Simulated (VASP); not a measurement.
Wanted: the native input for a VASP 6.6.1 run.

```yaml
Task: single point
Functional: PBEsol
Potentials_or_basis: VASP PAW PBE potentials, release 64 (Ga_d, As)
Cutoff: 500 eV
k_mesh: 10 × 10 × 10
Occupations: gaussian, width 0.01 eV
Spin: no spin polarisation
Dipole_correction: no
Further_INCAR_settings: ALGO = Normal; EDIFF = 1e-06; NBANDS = 16
```

The structure of GaAs lies in POSCAR:

```
GaAs
1.0
    0.0000000000      2.8386248158      2.8012231336
    2.8386248158      0.0000000000      2.8012231336
    2.8386248158      2.8386248158      0.0000000000
Ga As
1 1
Direct
    0.0000000000      0.0000000000      0.0000000000
    0.2500000000      0.2500000000      0.2500000000
```

The input as run:

INCAR

```
SYSTEM = GaAs
ALGO = Normal
EDIFF = 1E-6
ENCUT = 500
GGA = PS
GGA_COMPAT = .False.
ISIF = 2
ISMEAR = 0
LASPH = .True.
LCHARG = .False.
LREAL = .False.
LWAVE = .False.
NBANDS = 16
NELM = 120
PREC = Accurate
SIGMA = 0.01
```

KPOINTS

```
k-points
0
Gamma
  10 10 10
  0 0 0
```

Potentials or basis: VASP PAW PBE potentials, release 64 (Ga_d, As).

Run with:

```bash
$ cat potpaw_PBE.64/Ga_d/POTCAR potpaw_PBE.64/As/POTCAR > POTCAR
$ mpirun -np 1 vasp_std > vasp.out
```

It gave:

```yaml
Pressure: 0.4 GPa
Band_gap_on_the_k_mesh: 0.41 eV
```

Caveat: semilocal functionals underestimate gaps, and a narrow one can read as zero; the PAW data sets were made with another functional, which shifts forces and pressure a little.

It took 2.9 min on 1 thread of Intel Xeon 8259CL, on a shared host, peak memory 0.22 GiB.
